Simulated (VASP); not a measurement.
# Zr2O (P4_2/nnm) in VASP: further runs, part 2 of 2

VASP 6.6.1. Earlier steps stand in the parts before.

### Step 4. Single point, PBEsol (strain +0.015 along x and y, -0.030 along z)

INCAR

```
SYSTEM = Zr2O
PREC = Accurate ; ENCUT = 520
EDIFF = 1E-7 ; ISMEAR = 0
SIGMA = 0.15 ; LREAL = .False.
LASPH = .True. ; NELM = 60
ALGO = Normal ; ISIF = 2
LWAVE = .False. ; LCHARG = .False.
GGA = PS ; NBANDS = 39
```

KPOINTS

```
Automatic mesh
0
Gamma
  10 10 10
  0 0 0
```

POSCAR

```
Zr2O
1.0
    4.8722925076      0.0000000000      0.0000000000
    0.0000000000      4.8722925076      0.0000000000
    0.0000000000      0.0000000000      4.6562795393
Zr O
4 2
Direct
    0.2500000000      0.2500000000      0.7500000000
    0.7500000000      0.2500000000      0.2500000000
    0.2500000000      0.7500000000      0.2500000000
    0.7500000000      0.7500000000      0.7500000000
    0.0000000000      0.0000000000      0.0000000000
    0.5000000000      0.5000000000      0.5000000000
```

Potentials or basis: VASP PAW PBE potentials, release 64 (Zr_sv, O).

Started as:

```console
cat potpaw_PBE.64/Zr_sv/POTCAR potpaw_PBE.64/O/POTCAR > POTCAR
mpirun -np 1 vasp_std > vasp.out
```

OUTCAR:

```text
SYSTEM = Zr2O
   PREC = Accurate
   ENCUT = 520
   EDIFF = 1E-7
   ISMEAR = 0
   LREAL = .False.
   LASPH = .True.
   NELM = 60
   ISIF = 2
   GGA = PS

 ion  position               nearest neighbor table
   1  0.250  0.250  0.750-   5 2.08   6 2.08   2 3.37   3 3.37   2 3.37   3 3.37   3 3.37   3 3.37
                             2 3.37   2 3.37   4 3.45   4 3.45   4 3.45   4 3.45
   2  0.750  0.250  0.250-   5 2.08   6 2.08   1 3.37   4 3.37   1 3.37   4 3.37   4 3.37   4 3.37
                             1 3.37   1 3.37   3 3.45   3 3.45   3 3.45   3 3.45
   3  0.250  0.750  0.250-   5 2.08   6 2.08   1 3.37   4 3.37   1 3.37   4 3.37   1 3.37   1 3.37
                             4 3.37   4 3.37   2 3.45   2 3.45   2 3.45   2 3.45
   4  0.750  0.750  0.750-   5 2.08   6 2.08   2 3.37   3 3.37   2 3.37   3 3.37   2 3.37   2 3.37
                             3 3.37   3 3.37   1 3.45   1 3.45   1 3.45   1 3.45
   5  0.000  0.000  0.000-   1 2.08   2 2.08   3 2.08   4 2.08
   6  0.500  0.500  0.500-   1 2.08   2 2.08   3 2.08   4 2.08

  LATTYP: Found a simple tetragonal cell.
 ALAT       =     4.8722925076
 C/A-ratio  =     0.9556650246

  Lattice vectors:

 A1 = (   4.8722925076,   0.0000000000,   0.0000000000)
 A2 = (   0.0000000000,   4.8722925076,   0.0000000000)
 A3 = (   0.0000000000,   0.0000000000,   4.6562795393)

Analysis of symmetry for initial positions (statically):
=====================================================================
 Subroutine PRICEL returns:
 Original cell was already a primitive cell.

 Routine SETGRP: Setting up the symmetry group for a
 simple tetragonal supercell.

 Subroutine GETGRP returns: Found 16 space group operations
 (whereof  8 operations were pure point group operations)
 out of a pool of 16 trial point group operations.

The static configuration has the point symmetry D_2d.
 The point group associated with its full space group is D_4h.

Analysis of symmetry for dynamics (positions and initial velocities):
=====================================================================
 Subroutine PRICEL returns:
 Original cell was already a primitive cell.

 Routine SETGRP: Setting up the symmetry group for a
 simple tetragonal supercell.

 Subroutine GETGRP returns: Found 16 space group operations
 (whereof  8 operations were pure point group operations)
 out of a pool of 16 trial point group operations.

The dynamic configuration has the point symmetry D_2d.
 The point group associated with its full space group is D_4h.

 Subroutine INISYM returns: Found 16 space group operations
 (whereof  8 operations are pure point group operations),
 and found     1 'primitive' translations

----------------------------------------------------------------------------------------

                                     Primitive cell

  volume of cell :     110.5365

  direct lattice vectors                    reciprocal lattice vectors
     4.872292508  0.000000000  0.000000000     0.205242193  0.000000000  0.000000000
     0.000000000  4.872292508  0.000000000     0.000000000  0.205242193  0.000000000
     0.000000000  0.000000000  4.656279539     0.000000000  0.000000000  0.214763738

  length of vectors
     4.872292508  4.872292508  4.656279539     0.205242193  0.205242193  0.214763738

  position of ions in fractional coordinates (direct lattice)
     0.250000000  0.250000000  0.750000000
[... 47 lines left out ...]
  0.400000  0.000000  0.000000      4.000000
  0.500000  0.000000  0.000000      2.000000
[... 16 lines left out ...]
  0.100000  0.000000  0.100000      8.000000
  0.200000  0.000000  0.100000      8.000000
 [... further k-points ...]
   k-points           NKPTS =    126   k-points in BZ     NKDIM =    126   number of bands    NBANDS=     39
   number of dos      NEDOS =    301   number of ions     NIONS =      6
   total plane-waves  NPLWV =  46656
   dimension x,y,z NGX =    36 NGY =   36 NGZ =   36
   dimension x,y,z NGXF=    72 NGYF=   72 NGZF=   72
   ions per type =               4   2
   NGX,Y,Z   is equivalent  to a cutoff of  12.28, 12.28, 12.85 a.u.
   NGXF,Y,Z  is equivalent  to a cutoff of  24.57, 24.57, 25.71 a.u.
 SYSTEM =  Zr2O
   PREC   = accura    normal or accurate (medium, high low for compatibility)
   ISTART =      0    job   : 0-new  1-cont  2-samecut
   ICHARG =      2    charge: 1-file 2-atom 10-const
   ISPIN  =      1    spin polarized calculation?
   LNONCOLLINEAR =      F non collinear calculations
   LSORBIT =      F    spin-orbit coupling
   LASPH  =      T    aspherical Exc in radial PAW
   ENCUT  =  520.0 eV  38.22 Ry    6.18 a.u.   9.06  9.06  8.66*2*pi/ulx,y,z
   NELM   =     60;   NELMIN=  2; NELMDL= -5     # of ELM steps
   EDIFF  = 0.1E-06   stopping-criterion for ELM
   LREAL  =      F    real-space projection
   EDIFFG = 0.1E-05   stopping-criterion for IOM
   NSW    =      0    number of steps for IOM
   IBRION =     -1    ionic relax: 0-MD 1-quasi-New 2-CG
   NFREE  =      0    steps in history (QN), initial steepest desc. (CG)
   ISIF   =      2    stress and relaxation
   ISYM   =      2    0-nonsym 1-usesym 2-fastsym
   POTIM  = 0.5000    time-step for ionic-motion
   TEBEG  =    0.0;   TEEND  =   0.0 temperature during run
   PSTRESS=    0.0 pullay stress
   NELECT =      60.0000    total number of electrons
   NUPDOWN=      -1.0000    fix difference up-down
   EMIN   =  10.00;   EMAX   =-10.00  energy-range for DOS
   EFERMI =   0.00;   METHOD = LEGACY
   ISMEAR =     0;   SIGMA  =   0.15  broadening in eV -4-tet -1-fermi 0-gaus
   EFERMI_NEDOS =   21; number of points for ismear=-14 and -15
   IALGO  =     38    algorithm
   IMIX   =      4    mixing-type and parameters
     AMIX     =   0.40;   BMIX     =  1.00
     AMIX_MAG =   1.60;   BMIX_MAG =  1.00
  volume/ion in A,a.u.               =      18.42       124.32
  Fermi-wavevector in a.u.,A,eV,Ry     =   1.335437  2.523610 24.264513  1.783391
  Thomas-Fermi vector in A             =   2.464141
   LORBIT       =      0    0 simple, 1 ext, 2 COOP (PROOUT), +10 PAW based schemes
   GGA     = PS    functional components
   LHFCALC =     F    Hartree Fock is set to
   AEXX    =    0.0000 exact exchange contribution
   IVDW    =     0    specifies the selected vdW correction
   LEPSILON=     F    determine dielectric tensor
   LRPA    =     F    only Hartree local field effects (RPA)
 non-spin polarized calculation
 Gauss-broadening in eV      SIGMA  =   0.15
  energy-cutoff  :      520.00
  volume of cell :      110.54
 maximum number of plane-waves:      3004
   NGX = 19   NGY = 19   NGZ = 17

 number of electron      59.9999994 magnetization

 Free energy of the ion-electron system (eV)
  ---------------------------------------------------
  ext. energy  EPLUGINS =         0.00000000
  ---------------------------------------------------
  free energy    TOTEN  =       -56.58470228 eV

  energy without entropy =      -56.48391133  energy(sigma->0) =      -56.53430681

 E-fermi :   8.3173     XC(G=0): -11.0990

 val. band max:        8.3105035649   @ k =   0.5000   0.3000   0.4000
 cond. band min:       8.3182118638   @ k =   0.3000   0.2000   0.4000
 fundamental gap:      0.0077082989
 Fermi energy:         8.3173443718

 k-point     1 :       0.0000    0.0000    0.0000
  band No.  band energies     occupation
      1     -40.7512      2.00000
      2     -40.6452      2.00000
      3     -40.6452      2.00000
      4     -40.6323      2.00000
      5     -20.1686      2.00000
      6     -18.9999      2.00000
[... 997 lines left out ...]
     38      11.6289      0.00000
     39      11.6543      0.00000

 [... further k-points ...]

------------------------ aborting loop because EDIFF is reached ----------------------------------------

  FORCE on cell =-STRESS in cart. coord.  units (eV):
  Direction    XX          YY          ZZ          XY          YZ          ZX
  --------------------------------------------------------------------------------------
  -------------------------------------------------------------------------------------
  Total       -0.3165347     -0.3165347      1.0702049      0.0000000     -0.0000000      0.0000000
  in kB       -4.5880289     -4.5880289     15.5121418      0.0000000     -0.0000000      0.0000000
  external PRESSURE =       2.1120280 kB  Pullay stress =       0.0000000 kB

 VOLUME and BASIS-vectors are now :
 -----------------------------------------------------------------------------
  energy-cutoff  :      520.00
  volume of cell :      110.54
      direct lattice vectors                 reciprocal lattice vectors
     4.872292508  0.000000000  0.000000000     0.205242193  0.000000000  0.000000000
     0.000000000  4.872292508  0.000000000     0.000000000  0.205242193  0.000000000
     0.000000000  0.000000000  4.656279539     0.000000000  0.000000000  0.214763738

 POSITION                                       TOTAL-FORCE (eV/Angst)
 -----------------------------------------------------------------------------------
      1.21807      1.21807      3.49221        -0.000000     -0.000000     -0.000000
      3.65422      1.21807      1.16407         0.000000      0.000000      0.000000
      1.21807      3.65422      1.16407        -0.000000     -0.000000     -0.000000
      3.65422      3.65422      3.49221        -0.000000      0.000000      0.000000
      0.00000      0.00000      0.00000         0.000000      0.000000      0.000000
      2.43615      2.43615      2.32814         0.000000      0.000000      0.000000
 -----------------------------------------------------------------------------------
    total drift:                                0.000000     -0.000000      0.000000

  FREE ENERGIE OF THE ION-ELECTRON SYSTEM (eV)
  ---------------------------------------------------
  free  energy   TOTEN  =       -56.5847022834 eV

  energy  without entropy=      -56.4839113277  energy(sigma->0) =      -56.53430681
```

Run time: 2.9 min. Hardware: 1 thread of Intel Xeon 6975P-C (Granite Rapids), shared host; peak memory 0.49 GiB.

Results:

| Quantity | Value |
| --- | --- |
| Free energy | -56.5847 eV |
| Pressure | 0.2 GPa |
| Band gap on the k mesh | zero (band 30 reaches 8.84 eV, above the bottom of band 31 at 8.11 eV) |

Caveat: the cell differs from its parent crystal (strain +0.015 along x and y, -0.030 along z); the PAW data sets were made with another functional, which shifts forces and pressure a little.

### Step 5. The runs side by side

| cell | gap on the mesh (eV) | pressure (GPa) |
| --- | --- | --- |
| a = 4.656, b = 4.656, c = 4.800 Å, 6 atoms | none | 10.0 |
| a = 4.728, b = 4.728, c = 4.656 Å, 6 atoms | none | 10.1 |
| a = 4.872, b = 4.872, c = 4.656 Å, 6 atoms | none | 0.2 |

Alike in all rows: task single point; level PBEsol; potentials or basis VASP PAW PBE potentials, release 64 (Zr_sv, O); no spin polarisation; k mesh 10 × 10 × 10; cutoff (eV) 520; smearing gaussian 0.15 eV.

Caveats: the PAW data sets were made with another functional, which shifts forces and pressure a little.

Total energies depend on the potentials used, so only differences within one code and one set of settings carry meaning.
